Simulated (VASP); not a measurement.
Runs of VASP 6.6.1 on BN. The structure is that of space group P6_3/mmc (No. 194), or close to it. The cells are those of the table. 

| cell | gap on the mesh (eV) | pressure (GPa) |
| --- | --- | --- |
| a = 2.498, b = 2.498, c = 6.636 Å, angles 90.0, 90.0, 120.0°, 4 atoms | 4.36 | 8.0 |
| a = 2.539, b = 2.539, c = 6.745 Å, angles 90.0, 90.0, 120.0°, 4 atoms | 4.30 | -3.6 |
| a = 2.477, b = 2.477, c = 6.580 Å, angles 90.0, 90.0, 120.0°, 4 atoms | 4.39 | 14.9 |
| a = 2.456, b = 2.456, c = 6.523 Å, angles 90.0, 90.0, 120.0°, 4 atoms | 4.41 | (b) |
| a = 2.519, b = 2.519, c = 6.691 Å, angles 90.0, 90.0, 120.0°, 4 atoms | (a) | 1.9 |

Alike in all rows: task single point; level revPBE; potentials or basis VASP PAW PBE potentials, release 64 (B, N); no spin polarisation; k mesh 8 × 8 × 3; cutoff (eV) 600; smearing gaussian 0.01 eV.

Task: Estimate the missing entries.

Result: (a) 4.33; (b) 22.5.

Caveats: the PAW data sets were made with another functional, which shifts forces and pressure a little; this functional lacks dispersion, which binds the layers, so the pressure and a relaxed spacing across them are unreliable.

A k mesh can miss the band edges.
